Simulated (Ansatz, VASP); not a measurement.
## Co in VASP and in Ansatz

```
CELL_PARAMETERS angstrom
2.45241 0.00000 0.00000
-1.22621 2.12385 0.00000
0.00000 0.00000 2.30706
ATOMIC_POSITIONS crystal
Co 0.00000 0.00000 0.00000
```

Alike in both runs: functional PBE; k mesh 27 × 27 × 24; occupations gaussian, width 0.1 eV; collinear spin.

Ansatz relaxed the structure, and its values are those at the end. VASP's run is a single point on that final structure, the one shown.

|  | VASP | Ansatz |
| --- | --- | --- |
| version | VASP 6.6.1 | Ansatz 0.2.0 |
| potentials or method | VASP PAW PBE potentials, release 64 (Co), cutoff 520 eV | scalar-relativistic, plane waves, PAW |
| valence electrons in the cell | 9 | 17 |

```csv
,VASP,Ansatz,Ansatz less VASP
gap on the k mesh at the Fermi level (eV),none,none,-
pressure (GPa),-0.8,0.0,+0.80
net moment per atom (μB),1.78,1.80,+0.015
size of the moment on the site where the two differ most (μB),1.79,1.82,+0.027
```

Site moments also hang on the region over which each program counts them. A gap of «none» marks a metal or a gap that the smearing closes. With one functional, cell and mesh, what is left measures potentials, basis and numerics. VASP's potentials hold 9 valence electrons a cell and Ansatz's 17, so a difference there can come from the potentials and not from the codes.
